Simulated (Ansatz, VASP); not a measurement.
## Two plane-wave programs on NaF

```
Na F
1.0
     0.56632    2.63820    2.63820
     2.63820    0.56632    2.63820
     2.63820    2.63820    0.56632
Na F
1 1
Direct
  0.00000 0.00000 0.00000
  0.50000 0.50000 0.50000
```

Alike in both runs: task single point; functional PBE; k mesh 10 × 10 × 10; occupations gaussian, width 0.05 eV; no spin polarisation.

|  | VASP | Ansatz |
| --- | --- | --- |
| version | VASP 6.6.1 | Ansatz 0.2.0 |
| potentials or method | VASP PAW PBE potentials, release 64 (Na_pv, F), cutoff 520 eV | scalar-relativistic, plane waves, PAW |
| valence electrons in the cell | 14 | 16 |

Ansatz gave:

- gap on the k mesh at the Fermi level (eV): 4.77
- least direct gap on the mesh (eV): 4.77
- pressure (GPa): 0.5
- traceless stress, the component that is largest in VASP (GPa): -10.76

**Question.** Estimate VASP's values.

**Answer.** gap on the k mesh at the Fermi level (eV): 4.75; least direct gap on the mesh (eV): 4.75; pressure (GPa): 0.4; traceless stress, the component that is largest in VASP (GPa): -10.77.

VASP's potentials hold 14 valence electrons a cell and Ansatz's 16, so a difference there can come from the potentials and not from the codes.
